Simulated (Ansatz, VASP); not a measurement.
## SnO2 in VASP and in Ansatz

```
Sn O
1.0
     0.00000    2.53347    2.53347
     2.53347    0.00000    2.53347
     2.53347    2.53347    0.00000
Sn O
1 2
Direct
  0.00000 0.00000 0.00000
  0.25000 0.25000 0.25000
  0.75000 0.75000 0.75000
```

Alike in both runs: task single point; functional PBE; k mesh 8 × 8 × 8; occupations fermi-dirac, width 0.02 eV; non-collinear spin, spin-orbit coupling.

|  | VASP | Ansatz |
| --- | --- | --- |
| version | VASP 6.6.1 | Ansatz 0.2.0 |
| potentials or method | VASP PAW PBE potentials, release 64 (Sn_d, O) | plane waves, PAW |
| plane-wave cutoff (eV) | 520 | 420 |
| valence electrons in the cell | 26 | 26 |

|  | VASP | Ansatz | Ansatz less VASP |
| --- | --- | --- | --- |
| pressure (GPa) | 10.0 | 9.3 | -0.72 |

The functional is the same, so the differences come from potentials, cutoffs and numerics.
